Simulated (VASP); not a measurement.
Write the native input for VASP 6.6.1 that does the following.

```
Task                   : relaxation of cell and atoms
Functional             : PBE
Potentials or basis    : VASP PAW PBE potentials, release 64 (Hf_pv, Si)
Cutoff                 : 600 eV
k mesh                 : 12 × 12 × 4
Occupations            : gaussian, width 0.1 eV
Spin                   : no spin polarisation
Dipole correction      : no
Further INCAR settings : ALGO = Fast; EDIFF = 1e-06; IBRION = 2; EDIFFG = -0.01; NSW = 100; ISIF = 3
```

The structure of Hf4Si lies in POSCAR:

```
Hf4Si
1.0
    3.2022775505      0.0000000000      0.0000000000
   -1.6011387752      2.7732537087      0.0000000000
    0.0000000000      0.0000000000     11.8641380125
Hf Si
4 1
Direct
    0.6666666667      0.3333333333      0.8203326194
    0.3333333333      0.6666666667      0.1796673806
    0.6666666667      0.3333333333      0.3885936844
    0.3333333333      0.6666666667      0.6114063156
    0.0000000000      0.0000000000      0.0000000000
```

These files were run (other wordings do the same):

INCAR

```
ALGO = Fast
EDIFF = 1E-6
EDIFFG = -0.01
ENCUT = 600
GGA = PE
IBRION = 2
ISIF = 3
ISMEAR = 0
LASPH = True
LCHARG = False
LREAL = False
LWAVE = False
NELM = 80
NSW = 100
PREC = Accurate
SIGMA = 0.1
```

KPOINTS

```
k-points
0
Gamma
  12 12 4
```

Potentials or basis: VASP PAW PBE potentials, release 64 (Hf_pv, Si).

The run is started by

```sh
$ cat potpaw_PBE.64/Hf_pv/POTCAR potpaw_PBE.64/Si/POTCAR > POTCAR
$ mpirun -np 1 vasp_std > vasp.out
```

It gave:

```yaml
Relaxed_volume: 20.97 Å³/atom
Relaxed_cell: a = 3.190 Å, b = 3.190 Å, c = 11.897 Å, α = 90.00°, β = 90.00°, γ = 120.00°
Space_group_after_relaxing_to_0.1_Å: P-3m1 (No. 164)
Energy_gained_by_relaxing: 1.3 meV/atom
Ionic_steps: 16
Pressure_after_relaxing: 0.0 GPa
Largest_force_after_relaxing: 0.005 eV/Å
Band_gap_on_the_k_mesh: zero (bands 22 and 23 overlap by 2.06 eV)
```

Caveat: spin-orbit coupling is left out, which moves the levels of the heavy elements.

Run time: 19 min on 1 thread of AMD EPYC 9R45 96-Core Processor (Zen 5), with other jobs on the host, peak memory 0.37 GiB.
